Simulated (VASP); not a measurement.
# Zr (P6_3/mmc) in VASP: notebook

The runs below take Zr through single point, relaxation of cell and atoms, with r2SCAN.

Everything below comes from runs of VASP 6.6.1. Logs are shortened: lines on timing, memory, paths and dates and some standing lists are left out, and cuts for length are marked.

## Step 1: The cell of the first run

The structure is hexagonal, space group P6_3/mmc (No. 194). Conventional cell: a = 3.218 Å, b = 3.218 Å, c = 5.135 Å, α = 90.00°, β = 90.00°, γ = 120.00°. Within 4.2 Å of Zr (site symmetry -6m2) lie 12 Zr at 3.17 to 3.22 Å.

## Step 2: Single point, r2SCAN

POSCAR

```
Zr
1.0
    3.2179560609      0.0000000000      0.0000000000
   -1.6089780304      2.7868316970      0.0000000000
    0.0000000000      0.0000000000      5.1349404066
Zr
2
Direct
    0.6666666667      0.3333333333      0.7500000000
    0.3333333333      0.6666666667      0.2500000000
```

INCAR.step1

```
PREC = Accurate
ENCUT = 520
ISMEAR = -1
SIGMA = 0.05
LREAL = False
LASPH = True
NELM = 60
NBANDS = 19
GGA = PE
ALGO = Normal
EDIFF = 1E-4
LWAVE = True
LCHARG = False
```

INCAR.step2

```
PREC = Accurate
ENCUT = 520
EDIFF = 1E-6
ISMEAR = -1
SIGMA = 0.05
LREAL = False
LASPH = True
NELM = 60
ALGO = Normal
ISIF = 2
LWAVE = False
LCHARG = False
METAGGA = R2SCAN
LMIXTAU = True
NBANDS = 19
ISTART = 1
```

KPOINTS

```
Automatic mesh
0
Gamma
  9 9 5
```

Potentials or basis: VASP PAW PBE potentials, release 64 (Zr_sv).

Started as:

```bash
cat potpaw_PBE.64/Zr_sv/POTCAR > POTCAR
cp INCAR.step1 INCAR
mpirun -np 1 vasp_std > vasp.out
cp INCAR.step2 INCAR
mpirun -np 1 vasp_std > vasp.out
```

OUTCAR:

```text
PREC = Accurate
   ENCUT = 520
   EDIFF = 1E-6
   ISMEAR = -1
   LREAL = False
   LASPH = True
   NELM = 60
   ISIF = 2
   METAGGA = R2SCAN
   ISTART = 1

 ion  position               nearest neighbor table
   1  0.667  0.333  0.750-   2 3.17   2 3.17   2 3.17   2 3.17   2 3.17   2 3.17
   2  0.333  0.667  0.250-   1 3.17   1 3.17   1 3.17   1 3.17   1 3.17   1 3.17

  LATTYP: Found a hexagonal cell.
 ALAT       =     3.2179560609
 C/A-ratio  =     1.5957148915

  Lattice vectors:

 A1 = (   3.2179560609,   0.0000000000,   0.0000000000)
 A2 = (  -1.6089780304,   2.7868316970,   0.0000000000)
 A3 = (   0.0000000000,   0.0000000000,   5.1349404066)

Analysis of symmetry for initial positions (statically):
=====================================================================
 Subroutine PRICEL returns:
 Original cell was already a primitive cell.

 Routine SETGRP: Setting up the symmetry group for a
 hexagonal supercell.

 Subroutine GETGRP returns: Found 24 space group operations
 (whereof 12 operations were pure point group operations)
 out of a pool of 24 trial point group operations.

The static configuration has the point symmetry D_3d.
 The point group associated with its full space group is D_6h.

Analysis of symmetry for dynamics (positions and initial velocities):
=====================================================================
 Subroutine PRICEL returns:
 Original cell was already a primitive cell.

 Routine SETGRP: Setting up the symmetry group for a
 hexagonal supercell.

 Subroutine GETGRP returns: Found 24 space group operations
 (whereof 12 operations were pure point group operations)
 out of a pool of 24 trial point group operations.

The dynamic configuration has the point symmetry D_3d.
 The point group associated with its full space group is D_6h.

 Subroutine INISYM returns: Found 24 space group operations
 (whereof 12 operations are pure point group operations),
 and found     1 'primitive' translations

----------------------------------------------------------------------------------------

                                     Primitive cell

  volume of cell :      46.0496

[... 80 lines left out ...]
   ISTART =      1    job   : 0-new  1-cont  2-samecut
   ICHARG =      0    charge: 1-file 2-atom 10-const
   ISPIN  =      1    spin polarized calculation?
   LNONCOLLINEAR =      F non collinear calculations
   LSORBIT =      F    spin-orbit coupling
   LASPH  =      T    aspherical Exc in radial PAW
   ENCUT  =  520.0 eV  38.22 Ry    6.18 a.u.   5.98  5.98  9.55*2*pi/ulx,y,z
   NELM   =     60;   NELMIN=  2; NELMDL=  0     # of ELM steps
   EDIFF  = 0.1E-05   stopping-criterion for ELM
   LREAL  =      F    real-space projection
   EDIFFG = 0.1E-04   stopping-criterion for IOM
   NSW    =      0    number of steps for IOM
   IBRION =     -1    ionic relax: 0-MD 1-quasi-New 2-CG
   NFREE  =      0    steps in history (QN), initial steepest desc. (CG)
   ISIF   =      2    stress and relaxation
   ISYM   =      2    0-nonsym 1-usesym 2-fastsym
   POTIM  = 0.5000    time-step for ionic-motion
   TEBEG  =    0.0;   TEEND  =   0.0 temperature during run
   PSTRESS=    0.0 pullay stress
   NELECT =      24.0000    total number of electrons
   NUPDOWN=      -1.0000    fix difference up-down
   EMIN   =  10.00;   EMAX   =-10.00  energy-range for DOS
   EFERMI =   0.00;   METHOD = LEGACY
   ISMEAR =    -1;   SIGMA  =   0.05  broadening in eV -4-tet -1-fermi 0-gaus
   EFERMI_NEDOS =   21; number of points for ismear=-14 and -15
   IALGO  =     38    algorithm
   IMIX   =      4    mixing-type and parameters
     AMIX     =   0.40;   BMIX     =  1.00
     AMIX_MAG =   1.60;   BMIX_MAG =  1.00
  volume/ion in A,a.u.               =      23.02       155.38
  Fermi-wavevector in a.u.,A,eV,Ry     =   1.317457  2.489633 23.615541  1.735693
  Thomas-Fermi vector in A             =   2.447497
   LORBIT       =      0    0 simple, 1 ext, 2 COOP (PROOUT), +10 PAW based schemes
   METAGGA = R2SCAN    functional components
   LHFCALC =     F    Hartree Fock is set to
   AEXX    =    0.0000 exact exchange contribution
   IVDW    =     0    specifies the selected vdW correction
   LEPSILON=     F    determine dielectric tensor
   LRPA    =     F    only Hartree local field effects (RPA)
 non-spin polarized calculation
  energy-cutoff  :      520.00
  volume of cell :       46.05
 maximum number of plane-waves:      1254
 NGX is ok and might be reduce to    24
   NGX = 11   NGY = 11   NGZ = 19

 number of electron      24.0000000 magnetization

 Free energy of the ion-electron system (eV)
  ---------------------------------------------------
  ext. energy  EPLUGINS =         0.00000000
  ---------------------------------------------------
  free energy    TOTEN  =       -45.50828645 eV

  energy without entropy =      -45.49664897  energy(sigma->0) =      -45.50246771

 E-fermi :   9.1852     XC(G=0): -12.0059

 val. band max:        9.1193455407   @ k =   0.0000   0.0000   0.4000
 cond. band min:       9.2156633474   @ k =   0.1111   0.0000   0.4000
 fundamental gap:      0.0963178067
 Fermi energy:         9.1851998293

 k-point     1 :       0.0000    0.0000    0.0000
  band No.  band energies     occupation
      1     -41.3671      2.00000
      2     -41.1936      2.00000
      3     -19.2472      2.00000
      4     -18.2932      2.00000
      5     -18.2932      2.00000
      6     -18.1542      2.00000
[... 505 lines left out ...]
      6     -18.5935      2.00000
[... 11 lines left out ...]
     18      13.8474      0.00000
     19      16.4177      0.00000

 [... further k-points ...]

------------------------ aborting loop because EDIFF is reached ----------------------------------------

  FORCE on cell =-STRESS in cart. coord.  units (eV):
  Direction    XX          YY          ZZ          XY          YZ          ZX
  --------------------------------------------------------------------------------------
  -------------------------------------------------------------------------------------
  Total        0.5674658      0.5674658      0.5769956      0.0000000     -0.0000000      0.0000000
  in kB       19.7434932     19.7434932     20.0750594      0.0000000     -0.0000000      0.0000000
  external PRESSURE =      19.8540153 kB  Pullay stress =       0.0000000 kB

 VOLUME and BASIS-vectors are now :
 -----------------------------------------------------------------------------
  energy-cutoff  :      520.00
  volume of cell :       46.05
      direct lattice vectors                 reciprocal lattice vectors
     3.217956061  0.000000000  0.000000000     0.310756263  0.179415212  0.000000000
    -1.608978030  2.786831697  0.000000000     0.000000000  0.358830424  0.000000000
     0.000000000  0.000000000  5.134940407     0.000000000  0.000000000  0.194744227

 POSITION                                       TOTAL-FORCE (eV/Angst)
 -----------------------------------------------------------------------------------
      1.60898      0.92894      3.85121         0.000000     -0.000000      0.000000
     -0.00000      1.85789      1.28374        -0.000000      0.000000      0.000000
 -----------------------------------------------------------------------------------
    total drift:                               -0.000000      0.000000     -0.000000

  FREE ENERGIE OF THE ION-ELECTRON SYSTEM (eV)
  ---------------------------------------------------
  free  energy   TOTEN  =       -45.5082864531 eV

  energy  without entropy=      -45.4966489720  energy(sigma->0) =      -45.50246771
```

OUTCAR.step1:

```text
PREC = Accurate
   ENCUT = 520
   ISMEAR = -1
   LREAL = False
   LASPH = True
[... 752 lines left out ...]
      1.60898      0.92894      3.85121        -0.000000      0.000000      0.000000
     -0.00000      1.85789      1.28374         0.000000      0.000000      0.000000
 -----------------------------------------------------------------------------------
    total drift:                               -0.000000      0.000000     -0.000000

  FREE ENERGIE OF THE ION-ELECTRON SYSTEM (eV)
  ---------------------------------------------------
  free  energy   TOTEN  =       -17.0503603975 eV

  energy  without entropy=      -17.0339568100  energy(sigma->0) =      -17.04215860
```

OSZICAR.step1:

```text
N       E                     dE             d eps       ncg     rms          rms(c)
DAV:   1     0.216673197420E+03    0.21667E+03   -0.13327E+04  1368   0.126E+03
DAV:   2    -0.194588896878E+01   -0.21862E+03   -0.21425E+03  1604   0.367E+02
DAV:   3    -0.173359874085E+02   -0.15390E+02   -0.15290E+02  2449   0.717E+01
DAV:   4    -0.177357695092E+02   -0.39978E+00   -0.39942E+00  1648   0.118E+01
DAV:   5    -0.177463430985E+02   -0.10574E-01   -0.10572E-01  2002   0.139E+00    0.146E+01
DAV:   6    -0.171584502937E+02    0.58789E+00   -0.91320E-01  1473   0.727E+00    0.580E+00
DAV:   7    -0.170440543804E+02    0.11440E+00   -0.59383E-01  1930   0.513E+00    0.113E+00
DAV:   8    -0.170502430304E+02   -0.61886E-02   -0.38813E-02  1776   0.148E+00    0.248E-01
DAV:   9    -0.170504009792E+02   -0.15795E-03   -0.14587E-03  1774   0.340E-01    0.296E-02
DAV:  10    -0.170503603975E+02    0.40582E-04   -0.31568E-05   896   0.367E-02
   1 F= -.17050360E+02 E0= -.17042159E+02  d E =-.164036E-01
```

Run time: 60 s. Hardware: 1 thread of Intel Xeon Platinum 8488C (Sapphire Rapids), shared host; peak memory 0.17 GiB.

Results:

* Free energy: -45.5083 eV
* Pressure: 2.0 GPa
* Band gap on the k mesh: zero (bands 12 and 13 overlap by 1.31 eV)

Caveat: the PAW data sets were made with another functional, which shifts forces and pressure a little.

## Step 3: Single point, r2SCAN

This run uses another cell than the first one, of 23.49 Å³/atom.

POSCAR

```
Zr
1.0
    3.2407211569      0.0000000000      0.0000000000
   -1.6203605784      2.8065468484      0.0000000000
    0.0000000000      0.0000000000      5.1655648525
Zr
2
Direct
    0.6666666667      0.3333333333      0.7500000000
    0.3333333333      0.6666666667      0.2500000000
```

INCAR.step1

```
SYSTEM = Zr
ALGO = Normal
EDIFF = 1E-4
ENCUT = 520
GGA = PE
ISMEAR = -1
LASPH = .TRUE.
LCHARG = .FALSE.
LREAL = .FALSE.
LWAVE = .TRUE.
NBANDS = 19
NELM = 80
PREC = Accurate
SIGMA = 0.05
```

INCAR.step2

```
SYSTEM = Zr
ALGO = Normal
EDIFF = 1E-7
ENCUT = 520
ISIF = 2
ISMEAR = -1
ISTART = 1
LASPH = .TRUE.
LCHARG = .FALSE.
LMIXTAU = .TRUE.
LREAL = .FALSE.
LWAVE = .FALSE.
METAGGA = R2SCAN
NBANDS = 19
NELM = 80
PREC = Accurate
SIGMA = 0.05
```

KPOINTS

```
k-points
0
G
  9 9 5
  0 0 0
```

Potentials or basis: VASP PAW PBE potentials, release 64 (Zr_sv).

Started as:

```bash
cat potpaw_PBE.64/Zr_sv/POTCAR > POTCAR
cp INCAR.step1 INCAR
mpirun -np 1 vasp_std > vasp.out
cp INCAR.step2 INCAR
mpirun -np 1 vasp_std > vasp.out
```

It took 46 s on 1 thread of Intel Xeon 6975P-C (Granite Rapids), shared host; peak memory 0.17 GiB.

It converged, with:

* Free energy: -45.5140 eV
* Pressure: 0.0 GPa
* Band gap on the k mesh: zero (bands 12 and 13 overlap by 1.31 eV)

Levels at points of the mesh, in eV from the Fermi level:
| k point | band 8 | band 9 | band 10 | band 11 | band 12 | band 13 | band 14 | band 15 | band 16 | band 17 |
| --- | --- | --- | --- | --- | --- | --- | --- | --- | --- | --- |
| (0.00, 0.00, 0.00) | -27.40 | -6.02 | -3.20 | 0.95 | 0.95 | 0.96 | 1.10 | 1.69 | 1.69 | 2.36 |

Caveat: the PAW data sets were made with another functional, which shifts forces and pressure a little.

## Step 4: Relaxation of cell and atoms, r2SCAN, target pressure 2 GPa, at which the enthalpy is minimised

This run uses another cell than the first one, of 23.28 Å³/atom.

POSCAR

```
Zr
1.0
    3.2320000000      0.0000000000      0.0000000000
   -1.6160000000      2.7989941050      0.0000000000
    0.0000000000      0.0000000000      5.1470000000
Zr
2
Direct
    0.6666666667      0.3333333333      0.7500000000
    0.3333333333      0.6666666667      0.2500000000
```

INCAR.step1

```
PREC = Accurate
ENCUT = 600
ISMEAR = -1
SIGMA = 0.05
LREAL = F
LASPH = T
NELM = 80
GGA = PE
ALGO = Normal
EDIFF = 1E-4
LWAVE = T
LCHARG = F
```

INCAR.step2

```
PREC = Accurate
ENCUT = 600
EDIFF = 1E-6
ISMEAR = -1
SIGMA = 0.05
LREAL = F
LASPH = T
NELM = 80
ALGO = Normal
ISIF = 3
LWAVE = F
LCHARG = F
METAGGA = R2SCAN
LMIXTAU = T
IBRION = 2
NSW = 60
EDIFFG = -0.01
PSTRESS = 20.0
ISTART = 1
```

KPOINTS

```
regular mesh
0
Gamma
  9 9 5
```

Started as:

```bash
cat potpaw_PBE.64/Zr_sv/POTCAR > POTCAR
cp INCAR.step1 INCAR
mpirun -np 1 vasp_std > vasp.out
cp INCAR.step2 INCAR
mpirun -np 1 vasp_std > vasp.out
```

It took 6.9 min on 1 thread of Intel Xeon 6975P-C (Granite Rapids), shared host; peak memory 0.19 GiB.

The run converged. Its results:

| Item | Value |
| --- | --- |
| Free energy | -45.5052 eV |
| Relaxed volume | 23.03 Å³/atom |
| Relaxed cell | a = 3.219 Å, b = 3.219 Å, c = 5.134 Å, α = 90.00°, β = 90.00°, γ = 120.00° |
| Space group after relaxing (to 0.1 Å) | P6_3/mmc (No. 194) |
| Energy change on relaxing (the run minimises the enthalpy) | +2.2 meV/atom |
| Ionic steps | 12 |
| Pressure after relaxing | 2.0 GPa |
| Band gap on the k mesh | zero (bands 12 and 13 overlap by 1.30 eV) |

Stress tensor (GPa, compression positive):
```
1.94 0.00 0.00
0.00 1.94 0.00
0.00 0.00 2.04
```

The path:
```
step  energy change (eV)  largest force (eV/Å)  pressure (GPa)  volume (Å³)
   1              0.0000                0.0000            0.87        46.56
   2              0.0142                0.0000            3.32        45.47
   3              0.0046                0.0000            2.00        46.05
   4              0.0047                0.0000            2.00        46.04
   5              0.0089                0.0000            2.66        45.75
   6              0.0049                0.0000            2.05        46.03
   7              0.0043                0.0000            1.94        46.07
   8              0.0043                0.0000            1.94        46.07
   9              0.0044                0.0000            1.92        46.06
  10              0.0046                0.0000            2.00        46.04
  11              0.0044                0.0000            1.97        46.06
  12              0.0044                0.0000            1.97        46.06
```

Final structure:
```cif
data_structure
_symmetry_space_group_name_H-M 'P 1'
_symmetry_Int_Tables_number 1
_cell_length_a 3.2187
_cell_length_b 3.2187
_cell_length_c 5.1339
_cell_angle_alpha 90.000
_cell_angle_beta 90.000
_cell_angle_gamma 120.000
_cell_volume 46.06
loop_
_atom_site_label
_atom_site_type_symbol
_atom_site_fract_x
_atom_site_fract_y
_atom_site_fract_z
_atom_site_occupancy
Zr1 Zr 0.66667 0.33333 0.75000 1
Zr2 Zr 0.33333 0.66667 0.25000 1
```

Levels at points of the mesh, in eV from the Fermi level:
```
           k point  band 9  band 10  band 11  band 12  band 13  band 14  band 15  band 16
(0.00, 0.00, 0.00)   -6.05    -3.25     0.96     0.96     1.04     1.11     1.71     1.71
```

Caveat: the cell is relaxed towards a set pressure, so the run minimises the enthalpy, not the energy; the PAW data sets were made with another functional, which shifts forces and pressure a little.

## Step 5: Relaxation of cell and atoms, r2SCAN, target pressure 5 GPa, at which the enthalpy is minimised

This run uses another cell than the first one, of 23.28 Å³/atom.

POSCAR is that of step 4.

INCAR.step1

```
SYSTEM = Zr
PREC = Accurate ; ENCUT = 600
ISMEAR = -1 ; SIGMA = 0.05
LREAL = .FALSE. ; LASPH = .TRUE.
NELM = 60 ; GGA = PE
ALGO = Normal ; EDIFF = 1E-4
LWAVE = .TRUE. ; LCHARG = .FALSE.
```

INCAR.step2

```
SYSTEM = Zr
PREC = Accurate ; ENCUT = 600
EDIFF = 1E-6 ; ISMEAR = -1
SIGMA = 0.05 ; LREAL = .FALSE.
LASPH = .TRUE. ; NELM = 60
ALGO = Normal ; ISIF = 3
LWAVE = .FALSE. ; LCHARG = .FALSE.
METAGGA = R2SCAN ; LMIXTAU = .TRUE.
IBRION = 2 ; NSW = 60
EDIFFG = -0.01 ; PSTRESS = 50.0
ISTART = 1
```

KPOINTS

```
Automatic mesh
0
G
  9 9 5
  0 0 0
```

Started as:

```bash
cat potpaw_PBE.64/Zr_sv/POTCAR > POTCAR
cp INCAR.step1 INCAR
mpirun -np 1 vasp_std > vasp.out
cp INCAR.step2 INCAR
mpirun -np 1 vasp_std > vasp.out
```

Wall time 4.6 min (1 thread of Intel Xeon 6975P-C (Granite Rapids), shared host); peak memory 0.19 GiB.

Results (log left out):

```yaml
Free_energy: -45.4769 eV
Relaxed_volume: 22.38 Å³/atom
Relaxed_cell: a = 3.185 Å, b = 3.185 Å, c = 5.094 Å, α = 90.00°, β = 90.00°, γ = 120.00°
Space_group_after_relaxing_to_0.1_Å: P6_3/mmc (No. 194)
Energy_change_on_relaxing_the_run_minimises_the_enthalpy: +16.3 meV/atom
Ionic_steps: 6
Pressure_after_relaxing: 5.0 GPa
Band_gap_on_the_k_mesh: zero (bands 12 and 13 overlap by 1.31 eV)
```

The path:
```tsv
step	energy change (eV)	largest force (eV/Å)	pressure (GPa)	volume (Å³)
1	0.0000	0.0000	0.87	46.56
2	0.1370	0.0000	10.87	42.64
3	0.0315	0.0000	4.95	44.80
4	0.0325	0.0000	5.04	44.76
5	0.0326	0.0000	5.04	44.76
6	0.0326	0.0000	5.04	44.76
```

Final structure:
```
Zr
1.0
     3.18503    0.00000    0.00000
    -1.59251    2.75831    0.00000
     0.00000    0.00000    5.09444
Zr
2
Direct
  0.66667 0.33333 0.75000
  0.33333 0.66667 0.25000
```

Levels at points of the mesh, in eV from the Fermi level:
```
           k point  band 8  band 9  band 10  band 11  band 12  band 13  band 14  band 15  band 16
(0.00, 0.00, 0.00)  -27.22   -6.09    -3.33     0.98     0.98     1.10     1.15     1.75     1.75
```

Caveat: the cell is relaxed towards a set pressure, so the run minimises the enthalpy, not the energy; the PAW data sets were made with another functional, which shifts forces and pressure a little.

## Step 6: The runs side by side

```tsv
task	cell	cutoff (eV)	gap on the mesh (eV)	pressure (GPa)
single point	a = 3.218, b = 3.218, c = 5.135 Å, angles 90.0, 90.0, 120.0°, 2 atoms	520	none	2.0
single point	a = 3.241, b = 3.241, c = 5.166 Å, angles 90.0, 90.0, 120.0°, 2 atoms	520	none	0.0
relaxation of cell and atoms	relaxed to 2 GPa from a = 3.232, b = 3.232, c = 5.147 Å, angles 90.0, 90.0, 120.0°, 2 atoms	600	none	2.0
relaxation of cell and atoms	relaxed to 5 GPa from a = 3.232, b = 3.232, c = 5.147 Å, angles 90.0, 90.0, 120.0°, 2 atoms	600	none	5.0
```

Alike in all rows: level r2SCAN; potentials or basis VASP PAW PBE potentials, release 64 (Zr_sv); no spin polarisation; k mesh 9 × 9 × 5; smearing fermi-dirac 0.05 eV.

Caveats: the PAW data sets were made with another functional, which shifts forces and pressure a little; the cell is relaxed towards a set pressure, so the run minimises the enthalpy, not the energy (at least some runs).

Absolute energies hang on the potentials; compare differences alone.
